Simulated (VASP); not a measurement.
# Cr (P6_3/mmc) in VASP: further runs

Aim: see how the results for Cr move with the level of theory and the settings. Levels: PBEsol, PBE-based screened hybrid with 25 % exact exchange. Tasks: single point.

Program: VASP 6.6.1. These are calculated values, not measurements. Logs are shortened: lines on timing, memory, paths and dates and some standing lists are left out, and cuts for length are marked.

## Step 1: The cell of the first run

The structure is hexagonal, space group P6_3/mmc (No. 194). The conventional cell has a = 2.714 Å, b = 2.714 Å, c = 4.410 Å, α = 90.00°, β = 90.00°, γ = 120.00°. Within 3.6 Å of Cr (site symmetry -6m2) lie 12 Cr at 2.71 Å.

This isn't the form of Cr at room conditions, which is bcc.

## Step 2: Single point, PBEsol, collinear spin, ferrimagnetic start

Input file INCAR:

```
SYSTEM = Cr
PREC = Accurate
ENCUT = 520
EDIFF = 1E-7
ISMEAR = -1
SIGMA = 0.05
LREAL = .FALSE.
LASPH = .TRUE.
NELM = 150
ALGO = Fast
ISIF = 2
LWAVE = .FALSE.
LCHARG = .FALSE.
ISPIN = 2
MAGMOM = -1.14 2.22
LORBIT = 11
LMAXMIX = 4
GGA = PS
NBANDS = 23
```

Input file KPOINTS:

```
Automatic mesh
0
G
  11 11 6
  0 0 0
```

Input file POSCAR:

```
Cr
1.0
    2.7140000000      0.0000000000      0.0000000000
   -1.3570000000      2.3503929459      0.0000000000
    0.0000000000      0.0000000000      4.4100000000
Cr
2
Direct
    0.6666666667      0.3333333333      0.7500000000
    0.3333333333      0.6666666667      0.2500000000
```

Potentials or basis: VASP PAW PBE potentials, release 64 (Cr_pv).

The run is started by

```sh
> cat potpaw_PBE.64/Cr_pv/POTCAR > POTCAR
> mpirun -np 1 vasp_std > vasp.out
```

OUTCAR:

```text
SYSTEM = Cr
   PREC = Accurate
   ENCUT = 520
   EDIFF = 1E-7
   ISMEAR = -1
   LREAL = .FALSE.
   LASPH = .TRUE.
   NELM = 150
   ISIF = 2
   ISPIN = 2
   LORBIT = 11
   GGA = PS

 ion  position               nearest neighbor table
   1  0.667  0.333  0.750-   2 2.71   2 2.71   2 2.71   2 2.71   2 2.71   2 2.71
   2  0.333  0.667  0.250-   1 2.71   1 2.71   1 2.71   1 2.71   1 2.71   1 2.71

  LATTYP: Found a hexagonal cell.
 ALAT       =     2.7140000000
 C/A-ratio  =     1.6249078850

  Lattice vectors:

 A1 = (   2.7140000000,   0.0000000000,   0.0000000000)
 A2 = (  -1.3570000000,   2.3503929459,   0.0000000000)
 A3 = (   0.0000000000,   0.0000000000,   4.4100000000)

Analysis of symmetry for initial positions (statically):
=====================================================================
 Subroutine PRICEL returns:
 Original cell was already a primitive cell.

 Routine SETGRP: Setting up the symmetry group for a
 hexagonal supercell.

 Subroutine GETGRP returns: Found 24 space group operations
 (whereof 12 operations were pure point group operations)
 out of a pool of 24 trial point group operations.

The static configuration has the point symmetry D_3d.
 The point group associated with its full space group is D_6h.

Analysis of symmetry for dynamics (positions and initial velocities):
=====================================================================
 Subroutine PRICEL returns:
 Original cell was already a primitive cell.

 Routine SETGRP: Setting up the symmetry group for a
 hexagonal supercell.

 Subroutine GETGRP returns: Found 24 space group operations
 (whereof 12 operations were pure point group operations)
 out of a pool of 24 trial point group operations.

The dynamic configuration has the point symmetry D_3d.
 The point group associated with its full space group is D_6h.

Analysis of structural, dynamic, and magnetic symmetry:
=====================================================================
 Subroutine PRICEL returns:
 Original cell was already a primitive cell.

 Routine SETGRP: Setting up the symmetry group for a
 hexagonal supercell.

 Subroutine GETGRP returns: Found 12 space group operations
 (whereof  6 operations were pure point group operations)
 out of a pool of 24 trial point group operations.

The overall configuration has the point symmetry C_3v.
 The point group associated with its full space group is D_3h.

 Subroutine INISYM returns: Found 12 space group operations
[... 117 lines left out ...]
     AMIX_MAG =   1.60;   BMIX_MAG =  1.00
  volume/ion in A,a.u.               =      14.07        94.92
  Fermi-wavevector in a.u.,A,eV,Ry     =   1.552681  2.934142 32.801180  2.410819
  Thomas-Fermi vector in A             =   2.657021
   LORBIT       =     11    0 simple, 1 ext, 2 COOP (PROOUT), +10 PAW based schemes
   GGA     = PS    functional components
   LHFCALC =     F    Hartree Fock is set to
   AEXX    =    0.0000 exact exchange contribution
   IVDW    =     0    specifies the selected vdW correction
   LEPSILON=     F    determine dielectric tensor
   LRPA    =     F    only Hartree local field effects (RPA)
 spin polarized calculation
 RMM-DIIS sequential band-by-band and
  energy-cutoff  :      520.00
  volume of cell :       28.13
 maximum number of plane-waves:       772
   NGX = 11   NGY = 11   NGZ = 17

 number of electron      24.0000005 magnetization       1.6856603

 Free energy of the ion-electron system (eV)
  ---------------------------------------------------
  ext. energy  EPLUGINS =         0.00000000
  ---------------------------------------------------
  free energy    TOTEN  =       -18.91379003 eV

  energy without entropy =      -18.87925232  energy(sigma->0) =      -18.89652118

 E-fermi :   8.1357     XC(G=0): -12.6927

 val. band max:        8.1303223378   @ k =   0.0000   0.0000   0.1667
 cond. band min:       8.1359038422   @ k =   0.4545  -0.0000   0.0000
 fundamental gap:      0.0055815044
 Fermi energy:         8.1356515278

 spin component 1

 k-point     1 :       0.0000    0.0000    0.0000
  band No.  band energies     occupation
      1     -35.1553      1.00000
      2     -34.8045      1.00000
      3     -34.8045      1.00000
      4     -34.7376      1.00000
      5     -34.7376      1.00000
      6     -34.6649      1.00000
[... 613 lines left out ...]
     22      21.0992      0.00000
     23      22.9836      0.00000

 [... further k-points ...]

 spin component 2

 k-point     1 :       0.0000    0.0000    0.0000
  band No.  band energies     occupation
      1     -34.4303      1.00000
      2     -34.0094      1.00000
      3     -34.0094      1.00000
      4     -33.9415      1.00000
      5     -33.9415      1.00000
      6     -33.9303      1.00000
[... 613 lines left out ...]
     22      21.5278      0.00000
     23      23.3988      0.00000

 [... further k-points ...]

------------------------ aborting loop because EDIFF is reached ----------------------------------------

  FORCE on cell =-STRESS in cart. coord.  units (eV):
  Direction    XX          YY          ZZ          XY          YZ          ZX
  --------------------------------------------------------------------------------------
  -------------------------------------------------------------------------------------
  Total       -5.9073016     -5.9073016     -5.1402875      0.0000000      0.0000000      0.0000000
  in kB     -336.4424742   -336.4424742   -292.7582124      0.0000000      0.0000000      0.0000000
  external PRESSURE =    -321.8810536 kB  Pullay stress =       0.0000000 kB

 VOLUME and BASIS-vectors are now :
 -----------------------------------------------------------------------------
  energy-cutoff  :      520.00
  volume of cell :       28.13
      direct lattice vectors                 reciprocal lattice vectors
     2.714000000  0.000000000  0.000000000     0.368459838  0.212730387  0.000000000
    -1.357000000  2.350392946  0.000000000     0.000000000  0.425460773  0.000000000
     0.000000000  0.000000000  4.410000000     0.000000000  0.000000000  0.226757370

 POSITION                                       TOTAL-FORCE (eV/Angst)
 -----------------------------------------------------------------------------------
      1.35700      0.78346      3.30750         0.000000     -0.000000     -0.000000
     -0.00000      1.56693      1.10250        -0.000000      0.000000      0.000000
 -----------------------------------------------------------------------------------
    total drift:                                0.000000     -0.000000     -0.000000

  FREE ENERGIE OF THE ION-ELECTRON SYSTEM (eV)
  ---------------------------------------------------
  free  energy   TOTEN  =       -18.9137900288 eV

  energy  without entropy=      -18.8792523221  energy(sigma->0) =      -18.89652118

 total charge

# of ion       s       p       d       tot
------------------------------------------
    1        0.376   6.281   4.055  10.712
    2        0.376   6.281   4.055  10.712
--------------------------------------------------
tot          0.752  12.563   8.110  21.424

 magnetization (x)

# of ion       s       p       d       tot
------------------------------------------
    1        0.001   0.022   0.756   0.780
    2        0.001   0.022   0.756   0.779
--------------------------------------------------
tot          0.002   0.045   1.512   1.559
```

It took 93 s on 1 thread of Intel Xeon 6975P-C (Granite Rapids), shared host; peak memory 0.18 GiB.

What came out:

```
Free energy                                           : -18.9138 eV
Pressure                                              : -32.2 GPa
Net moment                                            : 1.69 μB per cell
Site moments                                          : Cr +0.78 μB
Valence electrons inside the program's atomic spheres : Cr 10.71
```

Stress tensor (GPa, compression positive):
```
-33.64   0.00   0.00
  0.00 -33.64   0.00
  0.00   0.00 -29.28
```

Caveat: the cell stands under tension; an empty level that is flat over the whole mesh can mark a ghost state of the potentials, or a narrow d or f band; the PAW data sets were made with another functional, which shifts forces and pressure a little.

## Step 3: Single point, PBEsol, collinear spin, ferromagnetic start

Input file INCAR:

```
PREC     = Accurate       # precision mode
ENCUT    = 520            # plane-wave cutoff, eV
EDIFF    = 1E-7           # SCF threshold, eV
ISMEAR   = -1             # smearing method
SIGMA    = 0.05           # smearing width, eV
LREAL    = False          # projectors in reciprocal space
LASPH    = True           # aspherical terms in the spheres
NELM     = 150            # most SCF steps
ALGO     = Normal         # electronic algorithm
ISIF     = 2              # what is computed and relaxed
LWAVE    = False          # write WAVECAR
LCHARG   = True           # write CHGCAR
ISPIN    = 2              # spin polarisation
MAGMOM   = 4.5 4.5        # initial moments
LORBIT   = 11             # projections on sites
LMAXMIX  = 4              # l up to which the mixer works
GGA      = PS             # functional
LELF     = True           # ELF
LVHAR    = True         
NBANDS   = 23             # bands
```

Input file KPOINTS:

```
Automatic mesh
0
Gamma
  11 11 6
```

POSCAR is that of step 2.

Potentials or basis: VASP PAW PBE potentials, release 64 (Cr_pv).

The run is started by

```sh
> cat potpaw_PBE.64/Cr_pv/POTCAR > POTCAR
> mpirun -np 1 vasp_std > vasp.out
```

Wall time 44 s (1 thread of Intel Xeon 6975P-C (Granite Rapids), shared host); peak memory 0.18 GiB.

Results (log left out):

```yaml
Free_energy: -18.9138 eV
Pressure: -32.2 GPa
Net_moment: 1.69 μB per cell
Site_moments: Cr +0.78 μB
Valence_electrons_inside_the_program's_atomic_spheres: Cr 10.71
```

Stress tensor (GPa, compression positive):
```
-33.64   0.00   0.00
  0.00 -33.64   0.00
  0.00   0.00 -29.27
```

Levels at points of the mesh, in eV from the Fermi level:
Spin up:
| k point | band 10 | band 11 | band 12 | band 13 | band 14 | band 15 | band 16 | band 17 |
| --- | --- | --- | --- | --- | --- | --- | --- | --- |
| (0.00, 0.00, 0.00) | -0.65 | -0.61 | -0.28 | -0.28 | 0.17 | 0.17 | 0.40 | 1.41 |
| (0.00, 0.00, 0.50) | -1.11 | -0.71 | -0.71 | -0.71 | -0.71 | 1.06 | 1.06 | 1.06 |
Spin down:
| k point | band 7 | band 8 | band 9 | band 10 | band 11 | band 12 | band 13 | band 14 | band 15 | band 16 |
| --- | --- | --- | --- | --- | --- | --- | --- | --- | --- | --- |
| (0.00, 0.00, 0.00) | -6.83 | -3.10 | -0.01 | 0.06 | 0.06 | 0.44 | 0.44 | 0.68 | 0.93 | 0.93 |
| (0.00, 0.00, 0.50) | -4.86 | -4.86 | -0.57 | -0.57 | 0.00 | 0.00 | 0.00 | 0.00 | 1.84 | 1.84 |

Caveat: the cell stands under tension; an empty level that is flat over the whole mesh can mark a ghost state of the potentials, or a narrow d or f band; the PAW data sets were made with another functional, which shifts forces and pressure a little.

## Step 4: Single point, PBEsol, non-collinear spin, typed start

Input file INCAR:

```
ALGO = Normal ; EDIFF = 1E-6
ENCUT = 520 ; GGA = PS
ISIF = 2 ; ISMEAR = -1
LASPH = T ; LCHARG = F
LMAXMIX = 4 ; LNONCOLLINEAR = T
LORBIT = 11 ; LREAL = F
LWAVE = F ; MAGMOM = -0.111 -1.129 -0.111 -0.449 -0.581 2.095
NBANDS = 36 ; NELM = 150
PREC = Accurate ; SIGMA = 0.05
```

Input file KPOINTS:

```
k-points
0
Gamma
  8 8 5
```

POSCAR is that of step 3.

The run is started by

```sh
> cat potpaw_PBE.64/Cr_pv/POTCAR > POTCAR
> mpirun -np 1 vasp_ncl > vasp.out
```

Run time: 12 min. Hardware: 1 thread of Intel Xeon 6975P-C (Granite Rapids), shared host; peak memory 0.52 GiB.

The run converged. Its results:

```
Free energy                                           : -18.9180 eV
Pressure                                              : -31.8 GPa
Band gap on the k mesh                                : zero (bands 24 and 25 overlap by 0.89 eV)
Net moment                                            : 1.86 μB per cell
Valence electrons inside the program's atomic spheres : Cr 10.71
```

Stress tensor (GPa, compression positive):
```
-32.96   0.00   0.00
  0.00 -32.96   0.00
  0.00   0.00 -29.37
```

Levels at points of the mesh, in eV from the Fermi level:
| k point | band 21 | band 22 | band 23 | band 24 | band 25 | band 26 | band 27 | band 28 |
| --- | --- | --- | --- | --- | --- | --- | --- | --- |
| (0.00, 0.00, 0.00) | -0.31 | 0.03 | 0.10 | 0.10 | 0.14 | 0.14 | 0.39 | 0.49 |
| (0.50, 0.00, 0.00) | -0.74 | -0.71 | -0.25 | -0.02 | 0.03 | 0.43 | 1.54 | 1.65 |
| (0.00, 0.50, 0.00) | -0.74 | -0.71 | -0.25 | -0.02 | 0.03 | 0.43 | 1.54 | 1.65 |
| (0.50, 0.50, 0.00) | -0.74 | -0.71 | -0.25 | -0.02 | 0.03 | 0.43 | 1.54 | 1.65 |

Moments on the atoms (μB; x, y, z):
```
Cr  -0.18 -0.45  0.71
Cr  -0.18 -0.45  0.71
```

Caveat: the cell stands under tension; the PAW data sets were made with another functional, which shifts forces and pressure a little.

## Step 5: Single point, PBE-based screened hybrid with 25 % exact exchange, collinear spin, ferromagnetic start

Input file POSCAR:

```
Cr
1.0
    2.7035529084      0.0000000000      0.0000000000
   -1.3517764542      2.3413454991      0.0000000000
    0.0000000000      0.0000000000      4.4467845279
Cr
2
Direct
    0.6666666667      0.3333333333      0.7500000000
    0.3333333333      0.6666666667      0.2500000000
```

Input file INCAR.step1:

```
ALGO = Normal ; EDIFF = 1E-5
ENCUT = 520 ; GGA = PE
ISIF = 2 ; ISMEAR = -1
ISPIN = 2 ; LASPH = True
LMAXMIX = 4 ; LORBIT = 11
LREAL = False ; LWAVE = True
MAGMOM = 3 3 ; NBANDS = 23
NELM = 150 ; PREC = Accurate
SIGMA = 0.05
```

Input file INCAR.step2:

```
AEXX = 0.25 ; ALGO = Normal
EDIFF = 1E-6 ; ENCUT = 520
GGA = PE ; HFSCREEN = 0.3
ISIF = 2 ; ISMEAR = -1
ISPIN = 2 ; ISTART = 1
LASPH = True ; LCHARG = True
LELF = True ; LHFCALC = True
LMAXMIX = 4 ; LORBIT = 11
LREAL = False ; LVHAR = True
LWAVE = False ; MAGMOM = 3 3
NBANDS = 23 ; NELM = 150
PREC = Accurate ; PRECFOCK = Normal
SIGMA = 0.05
```

Input file KPOINTS:

```
k-points
0
Gamma
  6 6 3
```

Potentials or basis: VASP PAW PBE potentials, release 64 (Cr_pv).

The run is started by

```sh
> cat potpaw_PBE.64/Cr_pv/POTCAR > POTCAR
> cp INCAR.step1 INCAR
> mpirun -np 1 vasp_std > vasp.out
> cp INCAR.step2 INCAR
> mpirun -np 1 vasp_std > vasp.out
```

OUTCAR:

```text
AEXX = 0.25
   EDIFF = 1E-6
   ENCUT = 520
   GGA = PE
   HFSCREEN = 0.3
   ISIF = 2
   ISMEAR = -1
   ISPIN = 2
   ISTART = 1
   LASPH = True
   LHFCALC = True
   LORBIT = 11
   LREAL = False
   NELM = 150
   PREC = Accurate
   PRECFOCK = Normal

 ion  position               nearest neighbor table
   1  0.667  0.333  0.750-   2 2.72   2 2.72   2 2.72   2 2.72   2 2.72   2 2.72
   2  0.333  0.667  0.250-   1 2.72   1 2.72   1 2.72   1 2.72   1 2.72   1 2.72

  LATTYP: Found a hexagonal cell.
 ALAT       =     2.7035529084
 C/A-ratio  =     1.6447928628

  Lattice vectors:

 A1 = (   2.7035529084,   0.0000000000,   0.0000000000)
 A2 = (  -1.3517764542,   2.3413454991,   0.0000000000)
 A3 = (   0.0000000000,   0.0000000000,   4.4467845279)

Analysis of symmetry for initial positions (statically):
=====================================================================
 Subroutine PRICEL returns:
 Original cell was already a primitive cell.

 Routine SETGRP: Setting up the symmetry group for a
[... 562 lines left out ...]
      3     -35.4170      1.00000
      4     -35.3535      1.00000
      5     -35.3535      1.00000
      6     -35.1329      1.00000
[... 353 lines left out ...]
     22      20.1788      0.00000
     23      21.0302      0.00000

------------------------ aborting loop because EDIFF is reached ----------------------------------------

  FORCE on cell =-STRESS in cart. coord.  units (eV):
  Direction    XX          YY          ZZ          XY          YZ          ZX
  --------------------------------------------------------------------------------------
  -------------------------------------------------------------------------------------
  Total        0.0783249      0.0783249      0.0902139     -0.0000000      0.0000000      0.0000000
  in kB        4.4582454      4.4582454      5.1349640     -0.0000000      0.0000000      0.0000000
  external PRESSURE =       4.6838183 kB  Pullay stress =       0.0000000 kB

 VOLUME and BASIS-vectors are now :
 -----------------------------------------------------------------------------
  energy-cutoff  :      520.00
  volume of cell :       28.15
      direct lattice vectors                 reciprocal lattice vectors
     2.703552908  0.000000000  0.000000000     0.369883643  0.213552421  0.000000000
    -1.351776454  2.341345499  0.000000000     0.000000000  0.427104842  0.000000000
     0.000000000  0.000000000  4.446784528     0.000000000  0.000000000  0.224881596

 POSITION                                       TOTAL-FORCE (eV/Angst)
 -----------------------------------------------------------------------------------
      1.35178      0.78045      3.33509         0.000000     -0.000000     -0.000000
     -0.00000      1.56090      1.11170        -0.000000      0.000000      0.000000
 -----------------------------------------------------------------------------------
    total drift:                                0.000000      0.000000     -0.000000

  FREE ENERGIE OF THE ION-ELECTRON SYSTEM (eV)
  ---------------------------------------------------
  free  energy   TOTEN  =       -21.6587365561 eV

  energy  without entropy=      -21.6468887222  energy(sigma->0) =      -21.65281264

 total charge

# of ion       s       p       d       tot
------------------------------------------
    1        0.430   6.299   4.042  10.771
    2        0.430   6.299   4.042  10.771
--------------------------------------------------
tot          0.860  12.597   8.084  21.542

 magnetization (x)

# of ion       s       p       d       tot
------------------------------------------
    1       -0.018   0.010   2.551   2.542
    2       -0.018   0.010   2.551   2.542
--------------------------------------------------
tot         -0.037   0.020   5.101   5.084
```

Run time: 2.4 h. Hardware: 1 thread of Oxide Virtual Turin-like, shared host; peak memory 0.23 GiB.

What came out:

```
Free energy                                           : -21.6587 eV
Pressure                                              : 0.5 GPa
Net moment                                            : 5.29 μB per cell
Site moments                                          : Cr +2.54 μB
Valence electrons inside the program's atomic spheres : Cr 10.77
```

Caveat: the k points lie up to 0.47 Å⁻¹ apart; the PAW data sets were made with another functional, which shifts forces and pressure a little.

## Step 6: Overview

| level | spin | cell | k mesh | grid for exact exchange (PRECFOCK) | share of exact exchange | screening parameter | gap on the mesh (eV) | pressure (GPa) | moment (μB) |
| --- | --- | --- | --- | --- | --- | --- | --- | --- | --- |
| PBEsol | collinear, ferrimagnetic start | a = 2.714, b = 2.714, c = 4.410 Å, angles 90.0, 90.0, 120.0°, 2 atoms | 11 × 11 × 6 | - | - | - | none | -32.2 | 1.69 |
| PBEsol | collinear, ferromagnetic start | a = 2.714, b = 2.714, c = 4.410 Å, angles 90.0, 90.0, 120.0°, 2 atoms | 11 × 11 × 6 | - | - | - | none | -32.2 | 1.69 |
| PBEsol | non-collinear, typed start | a = 2.714, b = 2.714, c = 4.410 Å, angles 90.0, 90.0, 120.0°, 2 atoms | 8 × 8 × 5 | - | - | - | none | -31.8 | 1.86 |
| PBE-based screened hybrid with 25 % exact exchange | collinear, ferromagnetic start | a = 2.704, b = 2.704, c = 4.447 Å, angles 90.0, 90.0, 120.0°, 2 atoms | 6 × 6 × 3 | Normal | 0.25 | 0.3 1/Å | none | 0.5 | 5.29 |

Alike in all rows: task single point; potentials or basis VASP PAW PBE potentials, release 64 (Cr_pv); cutoff (eV) 520; smearing fermi-dirac 0.05 eV.

Caveats: some runs use coarse meshes; the PAW data sets were made with another functional, which shifts forces and pressure a little; the cell stands under tension (at least some runs); an empty level that is flat over the whole mesh can mark a ghost state of the potentials, or a narrow d or f band (at least some runs).

Total energies depend on the potentials used, so only differences within one code and one set of settings carry meaning.

The gap in the log of VASP goes by the Fermi energy; the results here count the filled bands.